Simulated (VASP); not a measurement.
Write the native input for VASP 6.6.1 that does the following.

```
Task                   : single point
Functional             : PBE
Dispersion             : D3(BJ)
Potentials or basis    : VASP PAW PBE potentials, release 64 (Si, N)
Cutoff                 : 520 eV
k mesh                 : 9 × 9 × 1
Occupations            : gaussian, width 0.05 eV
Spin                   : no spin polarisation
Dipole correction      : yes
Further INCAR settings : ALGO = Normal; EDIFF = 1e-06; NBANDS = 27
```

The structure of Si3N lies in POSCAR:

```
Si3N
1.0
    3.8155170197      0.0000000000      0.0000000000
   -1.9077585099      3.3043346676      0.0000000000
    0.0000000000      0.0000000000     25.7913833664
Si N
6 2
Direct
    0.6666666667      0.3333333333      0.1550905565
    0.3333333333      0.6666666667      0.1859793801
    0.3333333333      0.6666666667      0.2774751471
    0.6666666667      0.3333333333      0.3070263804
    0.6666666667      0.3333333333      0.3997350368
    0.3333333333      0.6666666667      0.4261649408
    0.3333333333      0.8333333333      0.5463601221
    0.3333333333      0.8333333333      0.5890100252
```

One way to write it, as run:

INCAR

```
ALGO = Normal
DIPOL = 0.5 0.5 0.361
EDIFF = 1E-6
ENCUT = 520
GGA = PE
IDIPOL = 3
ISIF = 2
ISMEAR = 0
IVDW = 12
LASPH = True
LCHARG = False
LDIPOL = True
LREAL = False
LWAVE = False
NBANDS = 27
NELM = 60
PREC = Accurate
SIGMA = 0.05
```

KPOINTS

```
k-points
0
Gamma
  9 9 1
```

Potentials or basis: VASP PAW PBE potentials, release 64 (Si, N).

Launch:

```bash
$ cat potpaw_PBE.64/Si/POTCAR potpaw_PBE.64/N/POTCAR > POTCAR
$ mpirun -np 1 vasp_std > vasp.out
```

It gave:

```yaml
Largest_force: 2.239 eV/Å
Band_gap_on_the_k_mesh: zero (bands 17 and 18 overlap by 0.07 eV)
Dispersion_energy_per_atom: -0.226 eV
```

Caveat: the standard files for N, O and F lose accuracy on very short bonds.

Run time: 24 min on 1 thread of AMD EPYC 7R13 (shared host), peak memory 0.58 GiB.
